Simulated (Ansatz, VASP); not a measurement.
## One calculation of RbTi, two programs

```
CELL_PARAMETERS angstrom
4.03291 0.00000 0.00000
0.00000 4.03291 0.00000
0.00000 0.00000 4.03291
ATOMIC_POSITIONS crystal
Rb 0.00000 0.00000 0.00000
Ti 0.50000 0.50000 0.50000
```

Change from the starting cell: volume scaled by 1.02, PAW files.

Alike in both runs: task electric field gradients; functional PBEsol; k mesh 10 × 10 × 10; occupations fermi-dirac, width 0.03 eV; no spin polarisation.

|  | VASP | Ansatz |
| --- | --- | --- |
| version | VASP 6.6.1 | Ansatz 0.2.0 |
| potentials or method | VASP PAW PBE potentials, release 64 (Rb_sv, Ti_sv) | PAW with Ansatz's default frozen-core files, scalar-relativistic |
| plane-wave cutoff (eV) | 520 | 420 |
| valence electrons in the cell | 21 | 21 |

Ansatz gave:

* pressure (GPa): -0.3

Task: Which values does VASP return?

Result: Pressure (GPa): -0.2.

VASP's potentials were made for PBE, not for PBEsol. With one functional, cell and mesh, what is left measures potentials, basis and numerics.
